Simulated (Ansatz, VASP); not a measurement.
**One calculation of Mo, two programs**

INCAR

```
PREC = Accurate
ENCUT = 600
EDIFF = 1E-6
ISMEAR = -1
SIGMA = 0.1
LREAL = False
LASPH = True
NELM = 60
ALGO = Normal
ISIF = 3
LWAVE = False
LCHARG = False
GGA = B5
ALDAX = 1.0
AGGAX = 1.0
AGGAC = 1.0
ALDAC = 0.0
IVDW = 12
VDW_S6 = 1.0
VDW_S8 = 2.6996
VDW_A1 = 0.4298
VDW_A2 = 4.2359
IBRION = 2
NSW = 80
EDIFFG = -0.01
```

KPOINTS

```
Automatic mesh
0
Gamma
  12 12 11
```

The input POSCAR:

```
Mo
1.0
    2.7355100000      0.0000000000      0.0000000000
   -1.3677550000      2.3690210000      0.0000000000
    0.0000000000      0.0000000000      2.5551810000
Mo
1
Direct
    0.0000000000      0.0000000000      0.5000000000
```

Input for Ansatz:

```yaml
crystal:
  lattice:
    - [2.73551, 0.0, 0.0]
    - [-1.367755, 2.369021, 0.0]
    - [0.0, 0.0, 2.555181]
  atoms:
    - { symbol: Mo, position: [0.0, 0.0, 0.5] }
kpoints:
  mp_grid:
    grid: [12, 12, 11]
hamiltonian:
  xc: blyp
  dispersion: d3bj
scf:
  occupations:
    method: fermi_dirac
relax:
  f_tol: 0.01
  cell: {}
```

Alike in both runs: task relaxation of cell and atoms; functional BLYP; dispersion D3(BJ); k mesh 12 × 12 × 11; no spin polarisation.

|  | VASP | Ansatz |
| --- | --- | --- |
| version | VASP 6.6.1 | Ansatz 0.2.0 |
| potentials or method | VASP PAW PBE potentials, release 64 (Mo_sv) | plane waves, PAW |
| plane-wave cutoff (eV) | 600 | 420 |
| occupations | fermi-dirac, width 0.1 eV | fermi-dirac |
| valence electrons in the cell | 14 | 14 |

VASP gave:

| Quantity | Value |
| --- | --- |
| relaxed volume (Å³/atom) | 16.32 |
| relaxed cell length with the largest relative difference (Å) | 2.484 |

Question: What did Ansatz give for the same quantities?

Answer: Relaxed volume (Å³/atom): 16.25; relaxed cell length with the largest relative difference (Å): 2.479.

VASP's potentials were made for PBE, not for BLYP.
